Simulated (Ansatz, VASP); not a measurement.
**One calculation of GaMo, two programs**

```
Ga Mo
1.0
     3.31129    0.00000    0.00000
     0.00000    3.31129    0.00000
     0.00000    0.00000    5.70129
Ga Mo
2 2
Direct
  0.50000 0.00000 0.12176
  0.00000 0.50000 0.87824
  0.50000 0.00000 0.61500
  0.00000 0.50000 0.38500
```

Alike in both runs: task single point; functional PBE; k mesh 6 × 6 × 4; occupations gaussian, width 0.1 eV; collinear spin.

|  | VASP | Ansatz |
| --- | --- | --- |
| version | VASP 6.6.1 | Ansatz 0.2.0 |
| potentials or method | VASP PAW PBE potentials, release 64 (Ga_d, Mo_sv), cutoff 520 eV | scalar-relativistic, plane waves, PAW |
| valence electrons in the cell | 54 | 54 |

|  | VASP | Ansatz | Ansatz less VASP |
| --- | --- | --- | --- |
| gap on the k mesh at the Fermi level (eV) | none | none | - |
| pressure (GPa) | 0.1 | -0.3 | -0.42 |
| traceless stress, the component that is largest in VASP (GPa) | 0.19 | 0.16 | -0.034 |
| rms of the force components (eV/Å) | 0.009 | 0.014 | +0.0049 |
| net moment per atom (μB) | 0.00 | 0.00 | 0.000 |

Atom by atom the forces differ by 0.005 eV/Å (rms over components). A gap of «none» marks a metal or a gap that the smearing closes. The functional is the same, so the differences come from potentials, cutoffs and numerics. Ansatz's warnings: seeded moment not kept.
